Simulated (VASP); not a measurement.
# Pt (Immm) in VASP: single point with PBE+D3(BJ)

Aim: the single point of Pt with PBE+D3(BJ).

All numbers are computed with VASP 6.6.1; they aren't measurements. Logs are shortened: lines on timing, memory, paths and dates and some standing lists are left out, and cuts for length are marked.

### Step 1. The cell of the first run

It takes space group Immm (No. 71, orthorhombic). The conventional cell has a = 2.631 Å, b = 2.734 Å, c = 4.097 Å, α = 90.00°, β = 90.00°, γ = 90.00°. Pt (site symmetry mmm) has 12 Pt at 2.63 to 2.79 Å within 3.5 Å.

### Step 2. Single point, PBE+D3(BJ)

Input file INCAR:

```
SYSTEM = Pt
PREC     = Accurate       ! precision mode
ENCUT    = 520            ! plane-wave cutoff, eV
EDIFF    = 1E-6           ! SCF threshold, eV
ISMEAR   = 0              ! smearing method
SIGMA    = 0.1            ! smearing width, eV
LREAL    = .FALSE.        ! projectors in reciprocal space
LASPH    = .TRUE.         ! aspherical terms in the spheres
NELM     = 80             ! most SCF steps
ALGO     = Fast           ! electronic algorithm
ISIF     = 2              ! what is computed and relaxed
LWAVE    = .FALSE.        ! write WAVECAR
LCHARG   = .FALSE.        ! write CHGCAR
GGA      = PE             ! functional
IVDW     = 12             ! dispersion correction
NBANDS   = 39             ! bands
```

Input file KPOINTS:

```
regular mesh
0
G
  7 5 17
  0 0 0
```

Input file POSCAR:

```
Pt
1.0
    5.4684362450      0.0000000000      0.0000000000
   -2.7342181225      7.8930078453      0.0000000000
   -1.3671090613     -1.3155013075      2.0486941617
Pt
6
Direct
    0.0000000000      0.0000000000      0.0000000000
    0.1666666667      0.3333333333      0.0000000000
    0.3333333333      0.6666666667      0.0000000000
    0.5000000000      0.0000000000      0.0000000000
    0.6666666667      0.3333333333      0.0000000000
    0.8333333333      0.6666666667      0.0000000000
```

Potentials or basis: VASP PAW PBE potentials, release 64 (Pt).

On the command line:

```sh
$ cat potpaw_PBE.64/Pt/POTCAR > POTCAR
$ mpirun -np 1 vasp_std > vasp.out
```

OUTCAR:

```text
SYSTEM = Pt
   PREC = Accurate
   ENCUT = 520
   EDIFF = 1E-6
   ISMEAR = 0
   LREAL = .FALSE.
   LASPH = .TRUE.
   NELM = 80
   ISIF = 2
   GGA = PE
   IVDW = 12
 IVDW          = 12

 ion  position               nearest neighbor table
   1  0.000  0.000  0.000-   2 2.63   6 2.63   4 2.73   4 2.73   6 2.79   2 2.79   4 2.79   4 2.79
                             3 2.79   5 2.79
   2  0.167  0.333  0.000-   1 2.63   3 2.63   5 2.73   5 2.73   1 2.79   5 2.79   5 2.79   6 2.79
                             4 2.79   3 2.79
   3  0.333  0.667  0.000-   4 2.63   2 2.63   6 2.73   6 2.73   4 2.79   6 2.79   6 2.79   5 2.79
                             1 2.79   2 2.79
   4  0.500  0.000  0.000-   3 2.63   5 2.63   1 2.73   1 2.73   3 2.79   5 2.79   1 2.79   1 2.79
                             2 2.79   6 2.79
   5  0.667  0.333  0.000-   4 2.63   6 2.63   2 2.73   2 2.73   4 2.79   2 2.79   2 2.79   3 2.79
                             1 2.79   6 2.79
   6  0.833  0.667  0.000-   1 2.63   5 2.63   3 2.73   3 2.73   1 2.79   3 2.79   3 2.79   2 2.79
                             4 2.79   5 2.79

  LATTYP: Found a triclinic cell.
 ALAT       =     5.5845066545
 B/A-ratio  =     1.8654625613
 C/A-ratio  =     2.0383998992
 COS(alpha) =     0.0070045179
 COS(beta)  =     0.6794666330
 COS(gamma) =     0.7261958123

  Lattice vectors:

 A1 = (  -2.7342181224,   2.6310026150,  -4.0973883234)
 A2 = (  -1.3671090610,  -1.3155013078, -10.2434708085)
 A3 = (  -8.2026543675,   7.8930078453,  -0.0000000000)

Analysis of symmetry for initial positions (statically):
=====================================================================
 Subroutine PRICEL returns following result:

  LATTYP: Found a body centered orthorhombic cell.
 ALAT       =     2.6310026148
 B/A-ratio  =     1.0392304849
 C/A-ratio  =     1.5573486322

  Lattice vectors:

 A1 = (  -1.3671090620,   1.3155013083,  -2.0486941617)
 A2 = (   1.3671090610,  -1.3155013073,  -2.0486941617)
 A3 = (  -1.3671090613,  -1.3155013075,   2.0486941617)

   6 primitive cells build up your supercell.

 Routine SETGRP: Setting up the symmetry group for a
 triclinic supercell.

 Subroutine GETGRP returns: Found  2 space group operations
 (whereof  2 operations were pure point group operations)
 out of a pool of  2 trial point group operations.

The static configuration has the point symmetry S_2 .

Analysis of symmetry for dynamics (positions and initial velocities):
=====================================================================
[... 124 lines left out ...]
   IBRION =     -1    ionic relax: 0-MD 1-quasi-New 2-CG
   NFREE  =      0    steps in history (QN), initial steepest desc. (CG)
   ISIF   =      2    stress and relaxation
   ISYM   =      2    0-nonsym 1-usesym 2-fastsym
   POTIM  = 0.5000    time-step for ionic-motion
   TEBEG  =    0.0;   TEEND  =   0.0 temperature during run
   PSTRESS=    0.0 pullay stress
   NELECT =      60.0000    total number of electrons
   NUPDOWN=      -1.0000    fix difference up-down
   EMIN   =  10.00;   EMAX   =-10.00  energy-range for DOS
   EFERMI =   0.00;   METHOD = LEGACY
   ISMEAR =     0;   SIGMA  =   0.10  broadening in eV -4-tet -1-fermi 0-gaus
   EFERMI_NEDOS =   21; number of points for ismear=-14 and -15
   IALGO  =     68    algorithm
   IMIX   =      4    mixing-type and parameters
     AMIX     =   0.40;   BMIX     =  1.00
     AMIX_MAG =   1.60;   BMIX_MAG =  1.00
  volume/ion in A,a.u.               =      14.74        99.46
  Fermi-wavevector in a.u.,A,eV,Ry     =   1.438570  2.718503 28.157031  2.069483
  Thomas-Fermi vector in A             =   2.557522
   LORBIT       =      0    0 simple, 1 ext, 2 COOP (PROOUT), +10 PAW based schemes
   GGA     = PE    functional components
   LHFCALC =     F    Hartree Fock is set to
   AEXX    =    0.0000 exact exchange contribution
   IVDW    =    12    specifies the selected vdW correction
   LEPSILON=     F    determine dielectric tensor
   LRPA    =     F    only Hartree local field effects (RPA)
 non-spin polarized calculation
 RMM-DIIS sequential band-by-band and
 Gauss-broadening in eV      SIGMA  =   0.10
  energy-cutoff  :      520.00
  volume of cell :       88.43
 maximum number of plane-waves:      2404
 NGX is ok and might be reduce to    42
   NGX = 21   NGY = 31   NGZ = 11

 number of electron      59.9999999 magnetization

 Free energy of the ion-electron system (eV)
  ---------------------------------------------------
  ext. energy  EPLUGINS =         0.00000000
  ---------------------------------------------------
  free energy    TOTEN  =       -36.13939778 eV

  energy without entropy =      -36.08817654  energy(sigma->0) =      -36.11378716

 E-fermi :  11.6834     XC(G=0): -13.6255

 val. band max:       11.6826895212   @ k =  -0.4286  -0.4000   0.1176
 cond. band min:      11.6843169322   @ k =   0.2857  -0.4000   0.2353
 fundamental gap:      0.0016274110
 Fermi energy:        11.6833709307

 k-point     1 :       0.0000    0.0000    0.0000
  band No.  band energies     occupation
      1       1.2375      2.00000
      2       4.0877      2.00000
      3       4.0877      2.00000
      4       4.4083      2.00000
      5       4.8929      2.00000
      6       4.9583      2.00000
[... 997 lines left out ...]
     38      20.2309      0.00000
     39      20.8233      0.00000

 [... further k-points ...]

------------------------ aborting loop because EDIFF is reached ----------------------------------------

 Edisp (eV)   -4.78864

 E8    (eV) :    -2.1968

  FORCE on cell =-STRESS in cart. coord.  units (eV):
  Direction    XX          YY          ZZ          XY          YZ          ZX
  --------------------------------------------------------------------------------------
  -------------------------------------------------------------------------------------
  Total       3.12877    11.53351     0.47057    -0.01940     0.04105     0.01413
  in kB      56.68938   208.97254     8.52621    -0.35158     0.74375     0.25596
  external pressure =       91.40 kB  Pullay stress =        0.00 kB

 VOLUME and BASIS-vectors are now :
 -----------------------------------------------------------------------------
  energy-cutoff  :      520.00
  volume of cell :       88.43
      direct lattice vectors                 reciprocal lattice vectors
     5.468436245  0.000000000  0.000000000     0.182867634  0.063347207  0.162705268
    -2.734218123  7.893007845  0.000000000     0.000000000  0.126694414  0.081352634
    -1.367109061 -1.315501307  2.048694162     0.000000000  0.000000000  0.488115805

 POSITION                                       TOTAL-FORCE (eV/Angst)
 -----------------------------------------------------------------------------------
      0.00000      0.00000      0.00000         0.000000      0.000000      0.000000
      0.00000      2.63100      0.00000        -0.000000     -0.000000      0.000000
     -0.00000      5.26201      0.00000         0.000000      0.000000      0.000000
      2.73422      0.00000      0.00000         0.000000     -0.000000      0.000000
      2.73422      2.63100      0.00000         0.000000     -0.000000     -0.000000
      2.73422      5.26201      0.00000        -0.000000     -0.000000      0.000000
 -----------------------------------------------------------------------------------
    total drift:                                0.000000      0.000000     -0.000000

  FREE ENERGIE OF THE ION-ELECTRON SYSTEM (eV)
  ---------------------------------------------------
  free  energy   TOTEN  =       -40.9280379840 eV

  energy  without entropy=      -40.8768167378  energy(sigma->0) =      -40.90242736
```

stdout:

```text
POSCAR found type information on POSCAR Pt
 POSCAR found :  1 types and       6 ions
 scaLAPACK will be used
 LDA part: xc-table for (Slater+PW92), standard interpolation
 POSCAR, INCAR and KPOINTS ok, starting setup
 FFT: planning ... GRIDC
 FFT: planning ... GRID_SOFT
 FFT: planning ... GRID
 WAVECAR not read
 entering main loop
```

Run time: 38 min. Hardware: 1 thread of Intel Xeon 8259CL, shared host; peak memory 0.8 GiB.

What came out:

- Free energy: -40.9280 eV
- Pressure: 9.1 GPa
- Band gap on the k mesh: zero (bands 30 and 31 overlap by 1.69 eV)
- Dispersion energy per atom: -0.798 eV

Stress tensor (GPa, compression positive):
```
 5.67 -0.04  0.03
-0.04 20.90  0.07
 0.03  0.07  0.85
```

Caveat: the stress differs along the axes, from 1 to 21 GPa; spin-orbit coupling is left out, which moves the levels of the heavy elements.
